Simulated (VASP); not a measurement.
A run of VASP 6.6.1 is set up as follows.

INCAR

```
PREC = Accurate
ENCUT = 520
EDIFF = 1E-6
ISMEAR = 0
SIGMA = 0.05
LREAL = F
LASPH = T
NELM = 150
ALGO = Normal
ISIF = 2
LWAVE = F
LCHARG = F
ISPIN = 2
MAGMOM = 4.92 -4.92 0 0
LORBIT = 11
LMAXMIX = 4
LDAU = T
LDAUTYPE = 2
LDAUL = 2 -1
LDAUU = 3.9 0
LDAUJ = 0 0
LDAUPRINT = 1
GGA = PE
NBANDS = 31
```

KPOINTS

```
Automatic mesh
0
Gamma
  8 8 8
```

File POSCAR:

```
MnS
1.0
   -2.6218391904     -2.6218391904      5.2656070039
   -5.2656070039     -2.6218391904      2.6218391904
   -2.6218391904     -5.2656070039      2.6218391904
Mn S
2 2
Direct
    0.0000000000      0.0000000000      0.0000000000
    0.5000000000      0.5000000000      0.5000000000
    1.2499999968     -0.7500000032     -0.7500000032
    1.7500000032     -0.2499999968     -0.2499999968
```

Potentials or basis: VASP PAW PBE potentials, release 64 (Mn_pv, S).

Launch:

```bash
$ cat potpaw_PBE.64/Mn_pv/POTCAR potpaw_PBE.64/S/POTCAR > POTCAR
$ mpirun -np 1 vasp_std > vasp.out
```

Q: Estimate the net moment.

A: 0.00 μB per cell.

Q: Predict the pressure.

A: -0.5 GPa.

Eigenvalues of the final occupation matrices:
```
    site  spin  trace               eigenvalues
site 1 d     1   4.70  0.93 0.93 0.93 0.95 0.95
site 1 d     2   0.21  0.01 0.01 0.01 0.08 0.08
site 2 d     1   0.21  0.01 0.01 0.01 0.08 0.08
site 2 d     2   4.70  0.93 0.93 0.93 0.95 0.95
```

Caveat: the antiferromagnetic order is the one typed at the start, and another may lie lower. The state reached can hang on the start; a lower one may exist.
